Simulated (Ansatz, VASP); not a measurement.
# Rh: VASP beside Ansatz

The input INCAR:

```
PREC     = Accurate       # precision mode
ENCUT    = 520            # plane-wave cutoff, eV
EDIFF    = 1E-6           # SCF threshold, eV
ISMEAR   = 0              # smearing method
SIGMA    = 0.15           # smearing width, eV
LREAL    = False          # projectors in reciprocal space
LASPH    = True           # aspherical terms in the spheres
NELM     = 80             # most SCF steps
ALGO     = Fast           # electronic algorithm
ISIF     = 2              # what is computed and relaxed
LWAVE    = False          # write WAVECAR
LCHARG   = True           # write CHGCAR
GGA      = PE             # functional
LELF     = True           # ELF
LVHAR    = True         
NBANDS   = 22             # bands
```

KPOINTS

```
Automatic mesh
0
Gamma
  21 21 12
```

POSCAR

```
Rh
1.0
    2.6973710492      0.0000000000      0.0000000000
   -1.3486855246      2.3359918521      0.0000000000
    0.0000000000      0.0000000000      4.3408729228
Rh
2
Direct
    0.6666666667      0.3333333333      0.7500000000
    0.3333333333      0.6666666667      0.2500000000
```

Input for Ansatz:

```yaml
crystal:
  lattice:
    - [2.6973710492, 0.0, 0.0]
    - [-1.3486855246, 2.3359918521, 0.0]
    - [0.0, 0.0, 4.3408729228]
  atoms:
    - { symbol: Rh, position: [0.6666666667, 0.3333333333, 0.75] }
    - { symbol: Rh, position: [0.3333333333, 0.6666666667, 0.25] }
basis:
  ecutwfc: 420
kpoints:
  mp_grid: { grid: [21, 21, 12] }
hamiltonian:
  xc: pbe
  pseudopotentials: { kind: paw, azcp: { folder: soft_1 } }
scf:
  occupations: { method: gaussian, width: 0.15 }
output:
  forces: true
  stress: true
  eigenvalues: true
```

Alike in both runs: task single point; functional PBE; k mesh 21 × 21 × 12; occupations gaussian, width 0.15 eV; no spin polarisation.

|  | VASP | Ansatz |
| --- | --- | --- |
| version | VASP 6.6.1 | Ansatz 0.2.0 |
| potentials or method | VASP PAW PBE potentials, release 64 (Rh_pv), cutoff 520 eV | scalar-relativistic, plane waves, PAW |
| valence electrons in the cell | 30 | 34 |

```tsv
	VASP	Ansatz	Ansatz less VASP
gap on the k mesh at the Fermi level (eV)	none	none	-
pressure (GPa)	8.5	8.5	-0.01
traceless stress, the component that is largest in VASP (GPa)	0.61	0.60	-0.007
```

A gap of «none» marks a metal or a gap that the smearing closes. With one functional, cell and mesh, what is left measures potentials, basis and numerics. VASP's potentials hold 30 valence electrons a cell and Ansatz's 34, so a difference there can come from the potentials and not from the codes.
